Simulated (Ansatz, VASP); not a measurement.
## Two plane-wave programs on Mo

```
CELL_PARAMETERS angstrom
0.00000 1.79525 2.53849
1.79525 0.00000 2.53849
1.79525 1.79525 0.00000
ATOMIC_POSITIONS crystal
Mo 0.00000 0.00000 0.00000
```

Alike in both runs: task single point; functional r2SCAN; k mesh 22 × 22 × 22; occupations gaussian, width 0.15 eV; no spin polarisation.

|  | VASP | Ansatz |
| --- | --- | --- |
| version | VASP 6.6.1 | Ansatz 0.2.0 |
| potentials or method | VASP PAW PBE potentials, release 64 (Mo_sv), cutoff 520 eV | scalar-relativistic, plane waves, PAW |
| valence electrons in the cell | 14 | 14 |

|  | VASP | Ansatz | Ansatz less VASP |
| --- | --- | --- | --- |
| gap on the k mesh at the Fermi level (eV) | none | none | - |
| pressure (GPa) | 0.1 | -1.0 | -1.10 |
| traceless stress, the component that is largest in VASP (GPa) | -22.27 | -21.83 | +0.440 |

VASP's potentials were made for PBE, not for r2SCAN. A gap of «none» marks a metal or a gap that the smearing closes.
